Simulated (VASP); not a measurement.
# ZnS (Cm) in VASP: single point with r2SCAN

Aim: the single point of ZnS with r2SCAN.

All numbers are computed with VASP 6.6.1; they aren't measurements. Logs are shortened: lines on timing, memory, paths and dates and some standing lists are left out, and cuts for length are marked.

## Step 1: The cell of the first run

Symmetry: Cm, No. 8, monoclinic system. Conventional cell: a = 6.593 Å, b = 3.807 Å, c = 6.246 Å, α = 90.00°, β = 90.00°, γ = 90.00°. Zn (site symmetry m) has 4 S at 2.06 to 2.44 Å within 2.7 Å. Zn (site symmetry m) has 4 S at 2.33 to 2.34 Å within 3.1 Å. S (site symmetry m) has 4 Zn at 2.33 to 2.44 Å within 3.1 Å. S (site symmetry m) has 4 Zn at 2.06 to 2.44 Å within 2.7 Å.

## Step 2: Single point, r2SCAN (atom 1 (Zn) moved +0.270 Å towards its neighbour atom 4 (S) at 2.334 Å)

POSCAR reads:

```
ZnS
1.0
    3.8067217484      0.0000000000      0.0000000000
   -1.9033608742      3.2967177392      0.0000000000
    0.0000000000      0.0000000000      6.2457351519
Zn S
2 2
Direct
    0.2562120320      0.6281060160     -0.0091619580
    0.6666666667      0.3333333333      0.5053880718
    0.3333333333      0.6666666667      0.3796119282
    0.6666666667      0.3333333333      0.8796119282
```

INCAR.step1 reads:

```
SYSTEM = ZnS
PREC = Accurate
ENCUT = 520
ISMEAR = 0
SIGMA = 0.05
LREAL = .False.
LASPH = .True.
NELM = 60
NBANDS = 26
GGA = PE
ALGO = Normal
EDIFF = 1E-4
LWAVE = .True.
LCHARG = .False.
```

INCAR.step2 reads:

```
SYSTEM = ZnS
PREC = Accurate
ENCUT = 520
EDIFF = 1E-7
ISMEAR = 0
SIGMA = 0.05
LREAL = .False.
LASPH = .True.
NELM = 60
ALGO = Normal
ISIF = 2
LWAVE = .False.
LCHARG = .False.
METAGGA = R2SCAN
LMIXTAU = .True.
NBANDS = 26
ISTART = 1
```

KPOINTS reads:

```
regular mesh
0
Gamma
  6 6 4
  0 0 0
```

Potentials or basis: VASP PAW PBE potentials, release 64 (Zn, S).

Started as:

```bash
> cat potpaw_PBE.64/Zn/POTCAR potpaw_PBE.64/S/POTCAR > POTCAR
> cp INCAR.step1 INCAR
> mpirun -np 1 vasp_std > vasp.out
> cp INCAR.step2 INCAR
> mpirun -np 1 vasp_std > vasp.out
```

OUTCAR:

```text
SYSTEM = ZnS
   PREC = Accurate
   ENCUT = 520
   EDIFF = 1E-7
   ISMEAR = 0
   LREAL = .False.
   LASPH = .True.
   NELM = 60
   ISIF = 2
   METAGGA = R2SCAN
   ISTART = 1

 ion  position               nearest neighbor table
   1  0.256  0.628  0.991-   4 2.06   4 2.44   4 2.44   3 2.44
   2  0.667  0.333  0.505-   3 2.33   3 2.33   3 2.33   4 2.34
   3  0.333  0.667  0.380-   2 2.33   2 2.33   2 2.33   1 2.44
   4  0.667  0.333  0.880-   1 2.06   2 2.34   1 2.44   1 2.44

  LATTYP: Found a hexagonal cell.
 ALAT       =     3.8067217484
 C/A-ratio  =     1.6407122886

  Lattice vectors:

 A1 = (   3.8067217484,   0.0000000000,   0.0000000000)
 A2 = (  -1.9033608742,   3.2967177392,   0.0000000000)
 A3 = (   0.0000000000,   0.0000000000,   6.2457351519)

Analysis of symmetry for initial positions (statically):
=====================================================================
 Subroutine PRICEL returns:
 Original cell was already a primitive cell.

 Routine SETGRP: Setting up the symmetry group for a
 hexagonal supercell.

 Subroutine GETGRP returns: Found  2 space group operations
 (whereof  2 operations were pure point group operations)
 out of a pool of 24 trial point group operations.

The static configuration has the point symmetry C_1h.

Analysis of symmetry for dynamics (positions and initial velocities):
=====================================================================
 Subroutine PRICEL returns:
 Original cell was already a primitive cell.

 Routine SETGRP: Setting up the symmetry group for a
 hexagonal supercell.

 Subroutine GETGRP returns: Found  2 space group operations
 (whereof  2 operations were pure point group operations)
 out of a pool of 24 trial point group operations.

The dynamic configuration has the point symmetry C_1h.

 Subroutine INISYM returns: Found  2 space group operations
 (whereof  2 operations are pure point group operations),
 and found     1 'primitive' translations

----------------------------------------------------------------------------------------

                                     Primitive cell

  volume of cell :      78.3820

  direct lattice vectors                    reciprocal lattice vectors
     3.806721748  0.000000000  0.000000000     0.262693222  0.151666002  0.000000000
    -1.903360874  3.296717739  0.000000000     0.000000000  0.303332004  0.000000000
     0.000000000  0.000000000  6.245735152     0.000000000  0.000000000  0.160109255

  length of vectors
     3.806721748  3.806721748  6.245735152     0.303332004  0.303332004  0.160109255

  position of ions in fractional coordinates (direct lattice)
     0.256212032  0.628106016  0.990838042
     0.666666667  0.333333333  0.505388072
     0.333333333  0.666666667  0.379611928
     0.666666667  0.333333333  0.879611928

  ion indices of the primitive-cell ions
   primitive index   ion index
                 1           1
                 2           2
                 3           3
                 4           4

----------------------------------------------------------------------------------------

 KPOINTS: regular mesh

Automatic generation of k-mesh.
 Grid dimensions read from file:
 generate k-points for:    6    6    4

 Generating k-lattice:

  Cartesian coordinates                     Fractional coordinates (reciprocal lattice)
     0.043782204  0.025277667  0.000000000     0.166666667  0.000000000  0.000000000
     0.000000000  0.050555334  0.000000000     0.000000000  0.166666667  0.000000000
     0.000000000  0.000000000  0.040027314     0.000000000  0.000000000  0.250000000

  Length of vectors
     0.050555334  0.050555334  0.040027314

  Shift w.r.t. Gamma in fractional coordinates (k-lattice)
     0.000000000  0.000000000  0.000000000

 Subroutine IBZKPT returns following result:
 ===========================================

 Found     47 irreducible k-points:

 Following reciprocal coordinates:
            Coordinates               Weight
  0.000000  0.000000  0.000000      1.000000
  0.166667  0.000000  0.000000      2.000000
  0.000000  0.166667  0.000000      4.000000
  0.333333  0.000000  0.000000      2.000000
  0.000000  0.333333  0.000000      4.000000
  0.500000  0.000000  0.000000      1.000000
[... 16 lines left out ...]
  0.500000  0.000000  0.250000      2.000000
  0.000000  0.500000  0.250000      4.000000
 [... further k-points ...]
   k-points           NKPTS =     47   k-points in BZ     NKDIM =     47   number of bands    NBANDS=     26
   number of dos      NEDOS =    301   number of ions     NIONS =      4
   total plane-waves  NPLWV =  37632
   dimension x,y,z NGX =    28 NGY =   28 NGZ =   48
   dimension x,y,z NGXF=    56 NGYF=   56 NGZF=   96
   ions per type =               2   2
   NGX,Y,Z   is equivalent  to a cutoff of  12.23, 12.23, 12.78 a.u.
   NGXF,Y,Z  is equivalent  to a cutoff of  24.46, 24.46, 25.55 a.u.
 SYSTEM =  ZnS
   PREC   = accura    normal or accurate (medium, high low for compatibility)
   ISTART =      1    job   : 0-new  1-cont  2-samecut
   ICHARG =      0    charge: 1-file 2-atom 10-const
   ISPIN  =      1    spin polarized calculation?
   LNONCOLLINEAR =      F non collinear calculations
   LSORBIT =      F    spin-orbit coupling
   LASPH  =      T    aspherical Exc in radial PAW
   ENCUT  =  520.0 eV  38.22 Ry    6.18 a.u.   7.08  7.08 11.61*2*pi/ulx,y,z
   NELM   =     60;   NELMIN=  2; NELMDL=  0     # of ELM steps
   EDIFF  = 0.1E-06   stopping-criterion for ELM
   LREAL  =      F    real-space projection
   EDIFFG = 0.1E-05   stopping-criterion for IOM
   NSW    =      0    number of steps for IOM
   IBRION =     -1    ionic relax: 0-MD 1-quasi-New 2-CG
   NFREE  =      0    steps in history (QN), initial steepest desc. (CG)
   ISIF   =      2    stress and relaxation
   ISYM   =      2    0-nonsym 1-usesym 2-fastsym
   POTIM  = 0.5000    time-step for ionic-motion
   TEBEG  =    0.0;   TEEND  =   0.0 temperature during run
   PSTRESS=    0.0 pullay stress
   NELECT =      36.0000    total number of electrons
   NUPDOWN=      -1.0000    fix difference up-down
   EMIN   =  10.00;   EMAX   =-10.00  energy-range for DOS
   EFERMI =   0.00;   METHOD = LEGACY
   ISMEAR =     0;   SIGMA  =   0.05  broadening in eV -4-tet -1-fermi 0-gaus
   EFERMI_NEDOS =   21; number of points for ismear=-14 and -15
   IALGO  =     38    algorithm
   IMIX   =      4    mixing-type and parameters
     AMIX     =   0.40;   BMIX     =  1.00
     AMIX_MAG =   1.60;   BMIX_MAG =  1.00
  volume/ion in A,a.u.               =      19.60       132.24
  Fermi-wavevector in a.u.,A,eV,Ry     =   1.263097  2.386908 21.706940  1.595415
  Thomas-Fermi vector in A             =   2.396472
   LORBIT       =      0    0 simple, 1 ext, 2 COOP (PROOUT), +10 PAW based schemes
   METAGGA = R2SCAN    functional components
   LHFCALC =     F    Hartree Fock is set to
   AEXX    =    0.0000 exact exchange contribution
   IVDW    =     0    specifies the selected vdW correction
   LEPSILON=     F    determine dielectric tensor
   LRPA    =     F    only Hartree local field effects (RPA)
 non-spin polarized calculation
 Gauss-broadening in eV      SIGMA  =   0.05
  energy-cutoff  :      520.00
  volume of cell :       78.38
 maximum number of plane-waves:      2130
   NGX = 15   NGY = 15   NGZ = 23

 number of electron      35.9999993 magnetization

 Free energy of the ion-electron system (eV)
  ---------------------------------------------------
  ext. energy  EPLUGINS =         0.00000000
  ---------------------------------------------------
  free energy    TOTEN  =       -37.38243549 eV

  energy without entropy =      -37.38243549  energy(sigma->0) =      -37.38243549

 E-fermi :   2.2277     XC(G=0): -10.3039

 val. band max:        1.9782669091   @ k =   0.0000   0.0000   0.0000
 cond. band min:       4.7066555721   @ k =   0.0000   0.0000   0.0000
 fundamental gap:      2.7283886630
 Fermi energy:         2.2277128922

 k-point     1 :       0.0000    0.0000    0.0000
  band No.  band energies     occupation
      1     -11.9512      2.00000
      2     -10.8858      2.00000
      3      -5.0410      2.00000
      4      -4.7869      2.00000
      5      -4.7145      2.00000
      6      -4.4766      2.00000
[... 18 lines left out ...]
     25      10.4797      0.00000
     26      11.7373      0.00000

 k-point     2 :       0.1667    0.0000    0.0000
  band No.  band energies     occupation
      1     -11.7614      2.00000
      2     -10.7746      2.00000
      3      -5.0288      2.00000
      4      -4.7087      2.00000
      5      -4.6776      2.00000
      6      -4.4790      2.00000
[... 18 lines left out ...]
     25      10.5968      0.00000
     26      10.7006      0.00000

 k-point     3 :       0.0000    0.1667    0.0000
  band No.  band energies     occupation
      1     -11.7736      2.00000
      2     -10.7750      2.00000
      3      -5.0201      2.00000
      4      -4.7762      2.00000
      5      -4.6753      2.00000
      6      -4.4702      2.00000
[... 18 lines left out ...]
     25      10.6902      0.00000
     26      11.2145      0.00000

 k-point     4 :       0.3333    0.0000    0.0000
  band No.  band energies     occupation
      1     -11.3136      2.00000
      2     -10.5636      2.00000
      3      -4.9305      2.00000
      4      -4.6151      2.00000
      5      -4.5437      2.00000
      6      -4.4813      2.00000
[... 18 lines left out ...]
     25      11.2578      0.00000
     26      12.4244      0.00000
[... 496 lines left out ...]
      1     -11.2644      2.00000
      2     -10.6156      2.00000
      3      -4.9217      2.00000
      4      -4.6655      2.00000
      5      -4.5381      2.00000
      6      -4.5048      2.00000
[... 18 lines left out ...]
     25      11.2998      0.00000
     26      12.1484      0.00000

 k-point    23 :       0.5000    0.0000    0.2500
  band No.  band energies     occupation
      1     -11.0082      2.00000
      2     -10.4936      2.00000
      3      -4.7804      2.00000
      4      -4.6312      2.00000
      5      -4.4886      2.00000
      6      -4.4578      2.00000
[... 18 lines left out ...]
     25      12.4079      0.00000
     26      13.3121      0.00000

 k-point    24 :       0.0000    0.5000    0.2500
  band No.  band energies     occupation
      1     -11.0869      2.00000
      2     -10.4812      2.00000
      3      -4.9145      2.00000
      4      -4.7984      2.00000
      5      -4.4852      2.00000
      6      -4.3813      2.00000
[... 18 lines left out ...]
     25      12.3382      0.00000
     26      13.4351      0.00000

 [... further k-points ...]
[... 5 lines left out ...]
  --------------------------------------------------------------------------------------
  -------------------------------------------------------------------------------------
  Total        2.6594146      0.4259204     -0.1570134      1.9342627      0.8209724      1.4219500
  in kB       54.3600904      8.7060790     -3.2094512     39.5375337     16.7811875     29.0655435
  external PRESSURE =      19.9522394 kB  Pullay stress =       0.0000000 kB

 VOLUME and BASIS-vectors are now :
 -----------------------------------------------------------------------------
  energy-cutoff  :      520.00
  volume of cell :       78.38
      direct lattice vectors                 reciprocal lattice vectors
     3.806721748  0.000000000  0.000000000     0.262693222  0.151666002  0.000000000
    -1.903360874  3.296717739  0.000000000     0.000000000  0.303332004  0.000000000
     0.000000000  0.000000000  6.245735152     0.000000000  0.000000000  0.160109255

 POSITION                                       TOTAL-FORCE (eV/Angst)
 -----------------------------------------------------------------------------------
     -0.22018      2.07069      6.18851         2.449465      1.414199      1.195042
      1.90336      1.09891      3.15652         0.023401      0.013511     -0.168429
     -0.00000      2.19781      2.37096        -0.078857     -0.045528     -0.323224
      1.90336      1.09891      5.49382        -2.394009     -1.382182     -0.703389
 -----------------------------------------------------------------------------------
    total drift:                                0.006387      0.003735      0.018405

  FREE ENERGIE OF THE ION-ELECTRON SYSTEM (eV)
  ---------------------------------------------------
  free  energy   TOTEN  =       -37.3824354875 eV

  energy  without entropy=      -37.3824354875  energy(sigma->0) =      -37.38243549
```

Run time: 5.4 min. Hardware: 1 thread of Intel Xeon Platinum 8259CL at 2.50GHz (Skylake/Cascade Lake), shared host; peak memory 0.25 GiB.

What came out:

```yaml
Free_energy: -37.3824 eV
Pressure: 2.0 GPa
Largest_force: 3.070 eV/Å
Band_gap_on_the_k_mesh: 2.73 eV
```

Forces in eV/Å, atoms in the order of the input:
```
Zn   2.449  1.414  1.195
Zn   0.023  0.014 -0.168
S   -0.079 -0.046 -0.323
S   -2.394 -1.382 -0.703
```

Stress tensor (GPa, compression positive):
```
 5.44  3.95  2.91
 3.95  0.87  1.68
 2.91  1.68 -0.32
```

Caveat: the cell differs from its parent crystal (atom 1 (Zn) moved +0.270 Å towards its neighbour atom 4 (S) at 2.334 Å); the stress differs along the axes, from -0 to 5 GPa; the PAW data sets were made with another functional, which shifts forces and pressure a little.
